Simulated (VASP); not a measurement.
# Ni (Fm-3m) in VASP: further runs

Runs on Ni. Level: PBE. Tasks: single point.

All numbers are computed with VASP 6.6.1; they aren't measurements. Logs are shortened: lines on timing, memory, paths and dates and some standing lists are left out, and cuts for length are marked.

## (1) The cell of the first run

The structure is cubic, space group Fm-3m (No. 225). The conventional cell has a = 3.519 Å, b = 3.519 Å, c = 3.519 Å, α = 90.00°, β = 90.00°, γ = 90.00°. Ni (site symmetry m-3m) has 12 Ni at 2.49 Å within 3.3 Å.

## (2) Single point, PBE, collinear spin, ferromagnetic start

INCAR reads:

```
  PREC = Accurate
  ENCUT = 520
  EDIFF = 1E-6
  ISMEAR = -1
  SIGMA = 0.05
  LREAL = False
  LASPH = True
  NELM = 150
  ALGO = Normal
  ISIF = 2
  LWAVE = False
  LCHARG = False
  ISPIN = 2
  MAGMOM = 1 1
  LORBIT = 11
  LMAXMIX = 4
  GGA = PE
  NBANDS = 21
```

KPOINTS reads:

```
regular mesh
0
Gamma
  15 10 15
```

POSCAR reads:

```
Ni
1.0
   -1.7593077733      1.7593077733      0.0000000000
    0.0000000000      0.0000000000      3.5186155466
    1.7593077733      1.7593077733      0.0000000000
Ni
2
Direct
    0.0000000000      0.0000000000      0.0000000000
    0.5000000000      0.5000000000      0.5000000000
```

Potentials or basis: VASP PAW PBE potentials, release 64 (Ni).

Command:

```sh
> cat potpaw_PBE.64/Ni/POTCAR > POTCAR
> mpirun -np 1 vasp_std > vasp.out
```

OUTCAR:

```text
PREC = Accurate
   ENCUT = 520
   EDIFF = 1E-6
   ISMEAR = -1
   LREAL = False
   LASPH = True
   NELM = 150
   ISIF = 2
   ISPIN = 2
   LORBIT = 11
   GGA = PE

 ion  position               nearest neighbor table
   1  0.000  0.000  0.000-   2 2.49   2 2.49   2 2.49   2 2.49   2 2.49   2 2.49   2 2.49   2 2.49

   2  0.500  0.500  0.500-   1 2.49   1 2.49   1 2.49   1 2.49   1 2.49   1 2.49   1 2.49   1 2.49

  LATTYP: Found a simple tetragonal cell.
 ALAT       =     2.4880369134
 C/A-ratio  =     1.4142135624

  Lattice vectors:

 A1 = (   1.7593077733,  -1.7593077733,   0.0000000000)
 A2 = (   1.7593077733,   1.7593077733,   0.0000000000)
 A3 = (   0.0000000000,   0.0000000000,   3.5186155466)

Analysis of symmetry for initial positions (statically):
=====================================================================
 Subroutine PRICEL returns following result:

  LATTYP: Found a face centered cubic cell.
 ALAT       =     3.5186155466

  Lattice vectors:

 A1 = (   1.7593077733,   0.0000000000,   1.7593077733)
 A2 = (   1.7593077733,   1.7593077733,   0.0000000000)
 A3 = (   0.0000000000,   1.7593077733,   1.7593077733)

   2 primitive cells build up your supercell.

 Routine SETGRP: Setting up the symmetry group for a
 simple tetragonal supercell.

 Subroutine GETGRP returns: Found 16 space group operations
 (whereof 16 operations were pure point group operations)
 out of a pool of 16 trial point group operations.

The static configuration has the point symmetry D_4h.

Analysis of symmetry for dynamics (positions and initial velocities):
=====================================================================
 Subroutine PRICEL returns following result:

  LATTYP: Found a face centered cubic cell.
 ALAT       =     3.5186155466

  Lattice vectors:

 A1 = (   1.7593077733,   0.0000000000,   1.7593077733)
 A2 = (   1.7593077733,   1.7593077733,   0.0000000000)
 A3 = (   0.0000000000,   1.7593077733,   1.7593077733)

   2 primitive cells build up your supercell.

 Routine SETGRP: Setting up the symmetry group for a
 simple tetragonal supercell.

 Subroutine GETGRP returns: Found 16 space group operations
 (whereof 16 operations were pure point group operations)
 out of a pool of 16 trial point group operations.

The dynamic configuration has the point symmetry D_4h.

Analysis of structural, dynamic, and magnetic symmetry:
=====================================================================
 Subroutine PRICEL returns following result:

  LATTYP: Found a face centered cubic cell.
 ALAT       =     3.5186155466

  Lattice vectors:

 A1 = (   1.7593077733,   0.0000000000,   1.7593077733)
 A2 = (   1.7593077733,   1.7593077733,   0.0000000000)
 A3 = (   0.0000000000,   1.7593077733,   1.7593077733)

   2 primitive cells build up your supercell.

 Routine SETGRP: Setting up the symmetry group for a
 simple tetragonal supercell.

 Subroutine GETGRP returns: Found 16 space group operations
 (whereof 16 operations were pure point group operations)
 out of a pool of 16 trial point group operations.

The overall configuration has the point symmetry D_4h.

 Subroutine INISYM returns: Found 16 space group operations
 (whereof 16 operations are pure point group operations),
 and found     2 'primitive' translations

----------------------------------------------------------------------------------------

                                     Primitive cell

  volume of cell :      10.8907

  direct lattice vectors                    reciprocal lattice vectors
     1.759307773  0.000000000  1.759307773     0.284202689 -0.284202689  0.284202689
     1.759307773  1.759307773  0.000000000     0.284202689  0.284202689 -0.284202689
     0.000000000  1.759307773  1.759307773    -0.284202689  0.284202689  0.284202689

  length of vectors
     2.488036913  2.488036913  2.488036913     0.492253497  0.492253497  0.492253497

  position of ions in fractional coordinates (direct lattice)
     0.000000000  0.000000000  0.000000000

  ion indices of the primitive-cell ions
   primitive index   ion index
                 1           1

----------------------------------------------------------------------------------------

 KPOINTS: regular mesh

Automatic generation of k-mesh.
 Grid dimensions read from file:
 generate k-points for:   15   10   15

 Generating k-lattice:

  Cartesian coordinates                     Fractional coordinates (reciprocal lattice)
    -0.018946846  0.018946846  0.000000000     0.066666667  0.000000000  0.000000000
     0.000000000  0.000000000  0.028420269     0.000000000  0.100000000  0.000000000
     0.018946846  0.018946846  0.000000000     0.000000000  0.000000000  0.066666667

  Length of vectors
     0.026794886  0.028420269  0.026794886

  Shift w.r.t. Gamma in fractional coordinates (k-lattice)
     0.000000000  0.000000000  0.000000000

 Subroutine IBZKPT returns following result:
 ===========================================

 Found    216 irreducible k-points:

 Following reciprocal coordinates:
            Coordinates               Weight
  0.000000  0.000000  0.000000      1.000000
  0.066667  0.000000  0.000000      4.000000
  0.133333  0.000000  0.000000      4.000000
  0.200000  0.000000  0.000000      4.000000
  0.266667  0.000000  0.000000      4.000000
  0.333333  0.000000  0.000000      4.000000
[... 16 lines left out ...]
  0.400000  0.200000  0.000000      8.000000
  0.466667  0.200000  0.000000      8.000000
 [... further k-points ...]
   k-points           NKPTS =    216   k-points in BZ     NKDIM =    216   number of bands    NBANDS=     21
   number of dos      NEDOS =    301   number of ions     NIONS =      2
   total plane-waves  NPLWV =  11200
   dimension x,y,z NGX =    20 NGY =   28 NGZ =   20
   dimension x,y,z NGXF=    40 NGYF=   56 NGZF=   40
   ions per type =               2
   NGX,Y,Z   is equivalent  to a cutoff of  13.36, 13.23, 13.36 a.u.
   NGXF,Y,Z  is equivalent  to a cutoff of  26.73, 26.46, 26.73 a.u.
 SYSTEM =  unknown system
   PREC   = accura    normal or accurate (medium, high low for compatibility)
   ISTART =      0    job   : 0-new  1-cont  2-samecut
   ICHARG =      2    charge: 1-file 2-atom 10-const
   ISPIN  =      2    spin polarized calculation?
   LNONCOLLINEAR =      F non collinear calculations
   LSORBIT =      F    spin-orbit coupling
   LASPH  =      T    aspherical Exc in radial PAW
   ENCUT  =  520.0 eV  38.22 Ry    6.18 a.u.   4.63  6.54  4.63*2*pi/ulx,y,z
   NELM   =    150;   NELMIN=  2; NELMDL= -5     # of ELM steps
   EDIFF  = 0.1E-05   stopping-criterion for ELM
   LREAL  =      F    real-space projection
   EDIFFG = 0.1E-04   stopping-criterion for IOM
   NSW    =      0    number of steps for IOM
   IBRION =     -1    ionic relax: 0-MD 1-quasi-New 2-CG
   NFREE  =      0    steps in history (QN), initial steepest desc. (CG)
   ISIF   =      2    stress and relaxation
   ISYM   =      2    0-nonsym 1-usesym 2-fastsym
   POTIM  = 0.5000    time-step for ionic-motion
   TEBEG  =    0.0;   TEEND  =   0.0 temperature during run
   PSTRESS=    0.0 pullay stress
   NELECT =      20.0000    total number of electrons
   NUPDOWN=      -1.0000    fix difference up-down
   EMIN   =  10.00;   EMAX   =-10.00  energy-range for DOS
   EFERMI =   0.00;   METHOD = LEGACY
   ISMEAR =    -1;   SIGMA  =   0.05  broadening in eV -4-tet -1-fermi 0-gaus
   EFERMI_NEDOS =   21; number of points for ismear=-14 and -15
   IALGO  =     38    algorithm
   IMIX   =      4    mixing-type and parameters
     AMIX     =   0.40;   BMIX     =  1.00
     AMIX_MAG =   1.60;   BMIX_MAG =  1.00
  volume/ion in A,a.u.               =      10.89        73.49
  Fermi-wavevector in a.u.,A,eV,Ry     =   1.591194  3.006920 34.448549  2.531897
  Thomas-Fermi vector in A             =   2.689772
   LORBIT       =     11    0 simple, 1 ext, 2 COOP (PROOUT), +10 PAW based schemes
   GGA     = PE    functional components
   LHFCALC =     F    Hartree Fock is set to
   AEXX    =    0.0000 exact exchange contribution
   IVDW    =     0    specifies the selected vdW correction
   LEPSILON=     F    determine dielectric tensor
   LRPA    =     F    only Hartree local field effects (RPA)
 spin polarized calculation
  energy-cutoff  :      520.00
  volume of cell :       21.78
 maximum number of plane-waves:       606
 NGX is ok and might be reduce to    20
   NGX =  9   NGY = 13   NGZ =  9

 number of electron      19.9999988 magnetization       1.2742924

 Free energy of the ion-electron system (eV)
  ---------------------------------------------------
  ext. energy  EPLUGINS =         0.00000000
  ---------------------------------------------------
  free energy    TOTEN  =       -10.95636239 eV

  energy without entropy =      -10.92875384  energy(sigma->0) =      -10.94255812

 E-fermi :   9.3611     XC(G=0): -13.2499

 val. band max:        9.3610216164   @ k =   0.4000   0.1000   0.1333
 cond. band min:       9.3642482847   @ k =   0.1333   0.4000   0.0000
 fundamental gap:      0.0032266684
 Fermi energy:         9.3610753682

 spin component 1

 k-point     1 :       0.0000    0.0000    0.0000
  band No.  band energies     occupation
      1       0.3576      1.00000
      2       4.7171      1.00000
      3       5.1646      1.00000
      4       6.9218      1.00000
      5       6.9235      1.00000
      6       6.9235      1.00000
[... 13 lines left out ...]
     20      36.9288      0.00000
     21      36.9292      0.00000

 k-point     2 :       0.0667    0.0000    0.0000
  band No.  band energies     occupation
      1       0.4736      1.00000
      2       4.7770      1.00000
      3       5.2033      1.00000
      4       6.8906      1.00000
      5       6.9472      1.00000
      6       6.9532      1.00000
[... 13 lines left out ...]
     20      36.1346      0.00000
     21      37.0961      0.00000

 k-point     3 :       0.1333    0.0000    0.0000
  band No.  band energies     occupation
      1       0.8171      1.00000
      2       4.9452      1.00000
      3       5.3161      1.00000
      4       6.7987      1.00000
      5       7.0173      1.00000
      6       7.0349      1.00000
[... 13 lines left out ...]
     20      35.6636      0.00000
     21      37.5831      0.00000
[... 457 lines left out ...]
 k-point    23 :       0.4000    0.2000    0.0000
  band No.  band energies     occupation
      1       4.0569      1.00000
      2       5.2726      1.00000
      3       6.3962      1.00000
      4       6.6741      1.00000
      5       6.9298      1.00000
      6       6.9931      1.00000
[... 13 lines left out ...]
     20      35.4832      0.00000
     21      38.2912      0.00000

 k-point    24 :       0.4667    0.2000    0.0000
  band No.  band energies     occupation
      1       4.6382      1.00000
      2       5.0236      1.00000
      3       6.6245      1.00000
      4       6.8232      1.00000
      5       6.8393      1.00000
      6       6.9421      1.00000
[... 13 lines left out ...]
     20      33.6078      0.00000
     21      39.5270      0.00000

 [... further k-points ...]

 spin component 2

 k-point     1 :       0.0000    0.0000    0.0000
  band No.  band energies     occupation
      1       0.3249      1.00000
      2       5.0676      1.00000
      3       5.7917      1.00000
      4       7.6863      1.00000
      5       7.6863      1.00000
      6       7.6878      1.00000
[... 13 lines left out ...]
     20      36.9130      0.00000
     21      36.9130      0.00000

 k-point     2 :       0.0667    0.0000    0.0000
  band No.  band energies     occupation
      1       0.4410      1.00000
      2       5.1302      1.00000
      3       5.8295      1.00000
      4       7.6496      1.00000
      5       7.7114      1.00000
      6       7.7200      1.00000
[... 13 lines left out ...]
     20      36.1416      0.00000
     21      37.0807      0.00000

 k-point     3 :       0.1333    0.0000    0.0000
  band No.  band energies     occupation
      1       0.7852      1.00000
      2       5.3091      1.00000
      3       5.9356      1.00000
      4       7.5464      1.00000
      5       7.7854      1.00000
      6       7.8002      1.00000
[... 13 lines left out ...]
     20      35.6558      0.00000
     21      37.5672      0.00000
[... 457 lines left out ...]
 k-point    23 :       0.4000    0.2000    0.0000
  band No.  band energies     occupation
      1       4.1841      1.00000
      2       5.7592      1.00000
      3       6.8208      1.00000
      4       7.2066      1.00000
      5       7.5190      1.00000
      6       7.6240      1.00000
[... 13 lines left out ...]
     20      35.5726      0.00000
     21      38.3457      0.00000

 k-point    24 :       0.4667    0.2000    0.0000
  band No.  band energies     occupation
      1       4.9050      1.00000
      2       5.4238      1.00000
      3       7.0960      1.00000
      4       7.2572      1.00000
      5       7.4702      1.00000
      6       7.4931      1.00000
[... 13 lines left out ...]
     20      33.6914      0.00000
     21      39.5833      0.00000

 [... further k-points ...]
[... 5 lines left out ...]
  --------------------------------------------------------------------------------------
  -------------------------------------------------------------------------------------
  Total        0.0030936      0.0030936     -0.0086446      0.0000000      0.0000000      0.0000000
  in kB        0.2275535      0.2275535     -0.6358741      0.0000000      0.0000000      0.0000000
  external PRESSURE =      -0.0602557 kB  Pullay stress =       0.0000000 kB

 VOLUME and BASIS-vectors are now :
 -----------------------------------------------------------------------------
  energy-cutoff  :      520.00
  volume of cell :       21.78
      direct lattice vectors                 reciprocal lattice vectors
    -1.759307773  1.759307773  0.000000000    -0.284202689  0.284202689  0.000000000
     0.000000000  0.000000000  3.518615547     0.000000000  0.000000000  0.284202689
     1.759307773  1.759307773  0.000000000     0.284202689  0.284202689  0.000000000

 POSITION                                       TOTAL-FORCE (eV/Angst)
 -----------------------------------------------------------------------------------
      0.00000      0.00000      0.00000         0.000000      0.000000      0.000000
      0.00000      1.75931      1.75931        -0.000000     -0.000000     -0.000000
 -----------------------------------------------------------------------------------
    total drift:                                0.000000     -0.000000      0.000000

  FREE ENERGIE OF THE ION-ELECTRON SYSTEM (eV)
  ---------------------------------------------------
  free  energy   TOTEN  =       -10.9563623905 eV

  energy  without entropy=      -10.9287538442  energy(sigma->0) =      -10.94255812

 total charge

# of ion       s       p       d       tot
------------------------------------------
    1        0.497   0.497   8.313   9.308
    2        0.497   0.497   8.313   9.308
--------------------------------------------------
tot          0.995   0.995  16.626  18.615

 magnetization (x)

# of ion       s       p       d       tot
------------------------------------------
    1       -0.006  -0.024   0.679   0.649
    2       -0.006  -0.024   0.679   0.649
--------------------------------------------------
tot         -0.012  -0.049   1.358   1.297
```

Run time: 5.2 min. Hardware: 1 thread of AMD EPYC 7R13, shared host; peak memory 0.21 GiB.

What came out:

```
Free energy                                           : -10.9564 eV
Pressure                                              : 0.0 GPa
Net moment                                            : 1.27 μB per cell
Site moments                                          : Ni +0.65 μB
Valence electrons inside the program's atomic spheres : Ni 9.31
```

Stress tensor (GPa, compression positive):
```
 0.02  0.00  0.00
 0.00  0.02  0.00
 0.00  0.00 -0.06
```

(Continued in part 2 of 2.)
